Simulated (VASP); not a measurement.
Here is a VASP 6.6.1 calculation.

File INCAR:

```
ALGO = Normal
EDIFF = 1E-7
ENCUT = 520
GGA = PE
ISIF = 2
ISMEAR = -1
LASPH = T
LCHARG = F
LREAL = F
LWAVE = F
NBANDS = 16
NELM = 100
PREC = Accurate
SIGMA = 0.05
```

The input KPOINTS:

```
k-points
0
Gamma
  16 16 16
```

POSCAR

```
CuO
1.0
    0.0000000000      2.2618016073      2.2618016073
    2.2618016073      0.0000000000      2.2618016073
    2.2618016073      2.2618016073      0.0000000000
Cu O
1 1
Direct
    0.0000000000      0.0000000000      0.0000000000
    0.2500000000      0.2500000000      0.2500000000
```

Potentials or basis: VASP PAW PBE potentials, release 64 (Cu, O).

Command:

```sh
$ cat potpaw_PBE.64/Cu/POTCAR potpaw_PBE.64/O/POTCAR > POTCAR
$ mpirun -np 1 vasp_std > vasp.out
```

**Question.** Predict the pressure.

**Answer.** 0.7 GPa.

**Question.** Predict the band gap on the k mesh.

**Answer.** Zero (an odd number of electrons rules out a gap without spin polarisation).

Caveat: an odd number of electrons without spin polarisation forces a metal; a magnetic or distorted state may lie lower; semilocal functionals often make such compounds metallic where correlation or magnetic order opens a gap, which also shifts bond lengths. With open d or f shells a metallic result of PBE can be an artefact of self-interaction; +U or a hybrid may open a gap.
